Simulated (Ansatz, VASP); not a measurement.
**BiB in VASP and in Ansatz**

```xyz
2
Lattice="0.0000 2.6268 2.6268 2.6268 0.0000 2.6268 2.6268 2.6268 0.0000" Properties=species:S:1:pos:R:3 pbc="T T T"
B     0.0000    0.0000    0.0000
Bi    2.6268    2.6268    2.6268
```

Alike in both runs: task single point; functional PBE-based screened hybrid; k mesh 4 × 4 × 4; occupations fermi-dirac, width 0.02 eV; no spin polarisation.

```csv
,VASP,Ansatz
version,VASP 6.6.1,Ansatz 0.2.0
potentials or method,"VASP PAW PBE potentials, release 64 (B, Bi_d)",plane waves
plane-wave cutoff (eV),520,420
valence electrons in the cell,18,18
```

Ansatz gave:

- pressure (GPa): 0.3

**Question.** What did VASP give for the same quantities?

**Answer.** Pressure (GPa): 0.5.

VASP's potentials were made for PBE, not for PBE-based screened hybrid. Ansatz's warnings: filled band counts differ across k points, stress exchange threshold loose, stress scf threshold loose.

The k mesh is coarse, so the values compare programs but aren't converged. Spin-orbit coupling is off throughout.
